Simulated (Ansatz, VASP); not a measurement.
HfN: VASP beside Ansatz

Contents of POSCAR:

```
HfN
1.0
    0.0000000000      2.2533525000      2.2590000000
    2.2646475000      0.0000000000      2.2590000000
    2.2646475000      2.2533525000      0.0000000000
Hf N
1 1
Direct
    0.0000000000      0.0000000000      0.0000000000
    0.5000000000      0.5000000000      0.5000000000
```

INCAR.step1

```
ALGO     = Normal         # electronic algorithm
EDIFF    = 1E-4           # SCF threshold, eV
ENCUT    = 520            # plane-wave cutoff, eV
GGA      = PE             # functional
ISMEAR   = 0              # smearing method
LASPH    = True           # aspherical terms in the spheres
LCHARG   = False          # write CHGCAR
LREAL    = False          # projectors in reciprocal space
LWAVE    = True           # write WAVECAR
NBANDS   = 14             # bands
NELM     = 80             # most SCF steps
PREC     = Accurate       # precision mode
SIGMA    = 0.15           # smearing width, eV
```

The input INCAR.step2:

```
ALGO     = Normal         # electronic algorithm
EDIFF    = 1E-6           # SCF threshold, eV
ENCUT    = 520            # plane-wave cutoff, eV
ISIF     = 2              # what is computed and relaxed
ISMEAR   = 0              # smearing method
ISTART   = 1            
LASPH    = True           # aspherical terms in the spheres
LCHARG   = True           # write CHGCAR
LELF     = True           # ELF
LMIXTAU  = True         
LREAL    = False          # projectors in reciprocal space
LVHAR    = True         
LWAVE    = False          # write WAVECAR
METAGGA  = R2SCAN         # meta-GGA
NBANDS   = 14             # bands
NELM     = 80             # most SCF steps
PREC     = Accurate       # precision mode
SIGMA    = 0.15           # smearing width, eV
```

Contents of KPOINTS:

```
k-points
0
Gamma
  18 18 18
```

Input for Ansatz:

```yaml
crystal:
  lattice:
    - [0.0, 2.2533525, 2.259]
    - [2.2646475, 0.0, 2.259]
    - [2.2646475, 2.2533525, 0.0]
  atoms:
    - { symbol: Hf, position: [0.0, 0.0, 0.0] }
    - { symbol: "N", position: [0.5, 0.5, 0.5] }
basis:
  ecutwfc: 500
kpoints:
  mp_grid: { grid: [18, 18, 18] }
hamiltonian:
  xc: r2scan
scf:
  occupations: { method: gaussian, width: 0.15 }
output:
  forces: true
  stress: true
  eigenvalues: true
  write_density: true
  write_potential: true
  elf: true
  volumetric_format: npy
```

Change from the starting cell: strain +0.0025 x Voigt [1, -1, 0, 0, 0, 0], atoms carried along.

Alike in both runs: task single point; functional r2SCAN; k mesh 18 × 18 × 18; occupations gaussian, width 0.15 eV; no spin polarisation.

|  | VASP | Ansatz |
| --- | --- | --- |
| version | VASP 6.6.1 | Ansatz 0.2.0 |
| potentials or method | VASP PAW PBE potentials, release 64 (Hf_pv, N), cutoff 520 eV | scalar-relativistic, plane waves, PAW |
| valence electrons in the cell | 15 | 31 |

|  | VASP | Ansatz | Ansatz less VASP |
| --- | --- | --- | --- |
| gap on the k mesh at the Fermi level (eV) | none | none | - |
| pressure (GPa) | -1.2 | 1.4 | +2.68 |
| traceless stress, the component that is largest in VASP (GPa) | 1.20 | 1.22 | +0.024 |

VASP's potentials were made for PBE, not for r2SCAN. A gap of «none» marks a metal or a gap that the smearing closes. With one functional, cell and mesh, what is left measures potentials, basis and numerics. VASP's potentials hold 15 valence electrons a cell and Ansatz's 31, so a difference there can come from the potentials and not from the codes.

Spin-orbit coupling is off throughout.
